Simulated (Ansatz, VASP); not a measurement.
ZnSe: VASP beside Ansatz

The input INCAR:

```
SYSTEM = ZnSe
  PREC = Accurate
  ENCUT = 520
  EDIFF = 1E-7
  ISMEAR = -1
  SIGMA = 0.05
  LREAL = .FALSE.
  LASPH = .TRUE.
  NELM = 60
  ALGO = Normal
  ISIF = 2
  LWAVE = .FALSE.
  LCHARG = .FALSE.
  GGA = PE
  NBANDS = 16
```

The input KPOINTS:

```
regular mesh
0
G
  14 14 14
  0 0 0
```

The input POSCAR:

```
ZnSe
1.0
    0.0000000000      2.6193686313      2.6193686313
    2.6193686313      0.0000000000      2.6193686313
    2.6193686313      2.6193686313      0.0000000000
Zn Se
1 1
Direct
    0.0000000000      0.0000000000      0.0000000000
    0.5000000000      0.5000000000      0.5000000000
```

Input for Ansatz:

```yaml
crystal:
  lattice:
    - [0.0, 2.6193686313, 2.6193686313]
    - [2.6193686313, 0.0, 2.6193686313]
    - [2.6193686313, 2.6193686313, 0.0]
  atoms:
    - { symbol: Zn, position: [0.0, 0.0, 0.0] }
    - { symbol: Se, position: [0.5, 0.5, 0.5] }
kpoints:
  mp_grid: { grid: [14, 14, 14] }
scf:
  occupations: { method: fermi_dirac, width: 0.05 }
hamiltonian:
  xc: pbe
  pseudopotentials: { kind: paw }
output:
  forces: true
  stress: true
  eigenvalues: true
```

Change from the starting cell: volume scaled by 0.93, to set the pressure.

Alike in both runs: task single point; functional PBE; k mesh 14 × 14 × 14; occupations fermi-dirac, width 0.05 eV; no spin polarisation.

|  | VASP | Ansatz |
| --- | --- | --- |
| version | VASP 6.6.1 | Ansatz 0.2.0 |
| potentials or method | VASP PAW PBE potentials, release 64 (Zn, Se) | PAW with Ansatz's default frozen-core files, scalar-relativistic |
| plane-wave cutoff (eV) | 520 | 420 |
| valence electrons in the cell | 18 | 28 |

|  | VASP | Ansatz | Ansatz less VASP |
| --- | --- | --- | --- |
| pressure (GPa) | 6.4 | 6.1 | -0.28 |

VASP's potentials hold 18 valence electrons a cell and Ansatz's 28, so a difference there can come from the potentials and not from the codes.
